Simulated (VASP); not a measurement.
Wanted: the native input for a VASP 6.6.1 run.

* Task: single point
* Functional: PBE
* Potentials or basis: VASP PAW PBE potentials, release 64 (Zn, Ga_d, C, N)
* Cutoff: 520 eV
* k mesh: 6 × 4 × 4
* Occupations: gaussian, width 0.1 eV
* Spin: no spin polarisation
* Dipole correction: no
* Further INCAR settings: ALGO = Normal; EDIFF = 1e-06; NBANDS = 30

The structure of ZnGaC2N2 lies in POSCAR:

```
ZnGaC2N2
1.0
    3.6272941500      0.0000000000      0.0000000000
    0.9609935700      3.9672814100      0.0000000000
    1.4430432800      1.5861230400      7.2585080300
Zn Ga C N
1 1 2 2
Direct
    0.0000000000      0.0000000000      0.0000000000
    0.5000000000      0.0000000000      0.5000000000
    0.1889787100      0.6220425900      0.1889787100
    0.8110212900      0.3779574100      0.8110212900
    0.3043178200      0.3913643500      0.3043178200
    0.6956821800      0.6086356500      0.6956821800
```

These files were run (other wordings do the same):

INCAR

```
PREC = Accurate
ENCUT = 520
EDIFF = 1E-6
ISMEAR = 0
SIGMA = 0.1
LREAL = False
LASPH = True
NELM = 60
ALGO = Normal
ISIF = 2
LWAVE = False
LCHARG = False
GGA = PE
NBANDS = 30
```

KPOINTS

```
Automatic mesh
0
Gamma
  6 4 4
```

Potentials or basis: VASP PAW PBE potentials, release 64 (Zn, Ga_d, C, N).

The run is started by

```console
$ cat potpaw_PBE.64/Zn/POTCAR potpaw_PBE.64/Ga_d/POTCAR potpaw_PBE.64/C/POTCAR potpaw_PBE.64/N/POTCAR > POTCAR
$ mpirun -np 1 vasp_std > vasp.out
```

It gave:

- Pressure: 6.8 GPa
- Largest force: 2.950 eV/Å

Caveat: the k points lie up to 0.41 Å⁻¹ apart; forces of over 1 eV/Å act on the atoms, so gaps and moduli don't describe the material at rest.

It took 110 s on 1 thread of Intel(R) Xeon(R) 6975P-C (Granite Rapids), on a shared host, peak memory 0.32 GiB.
